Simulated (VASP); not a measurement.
Input of a VASP 6.6.1 run:

Contents of INCAR:

```
  ALGO = Normal
  EDIFF = 1E-6
  ENCUT = 520
  GGA = PE
  ISIF = 2
  ISMEAR = 0
  ISPIN = 2
  LASPH = True
  LCHARG = False
  LMAXMIX = 4
  LORBIT = 11
  LREAL = False
  LWAVE = False
  MAGMOM = 0 0 1 1
  NBANDS = 29
  NELM = 150
  PREC = Accurate
  SIGMA = 0.1
```

File KPOINTS:

```
k-points
0
Gamma
  4 4 6
```

Contents of POSCAR:

```
AlRu
1.0
    2.4294022408     -4.5876308432      0.0000000000
    2.4294022408      4.5876308432      0.0000000000
    0.0000000000      0.0000000000      2.8229245858
Al Ru
2 2
Direct
    0.2836135353      0.7163864647      0.5000000000
    0.7163864647      0.2836135353      0.5000000000
    0.5000000000      0.5000000000      0.0000000000
    0.0000000000      0.0000000000      0.5000000000
```

Potentials or basis: VASP PAW PBE potentials, release 64 (Al, Ru_pv).

The run is started by

```sh
$ cat potpaw_PBE.64/Al/POTCAR potpaw_PBE.64/Ru_pv/POTCAR > POTCAR
$ mpirun -np 1 vasp_std > vasp.out
```

Question: What does it give for the net moment?

Answer: 0.69 μB per cell.

Question: Predict the site moments.

Answer: Al +0.00; Ru +0.09, +0.58 μB.

Question: Estimate the largest force.

Answer: 0.011 eV/Å.

Question: What does it give for the pressure?

Answer: 0.3 GPa.

Stress tensor (GPa, compression positive):
```
 0.10  0.00  0.00
 0.00 -0.60  0.00
 0.00  0.00  1.31
```

Caveat: the k points lie up to 0.37 Å⁻¹ apart.
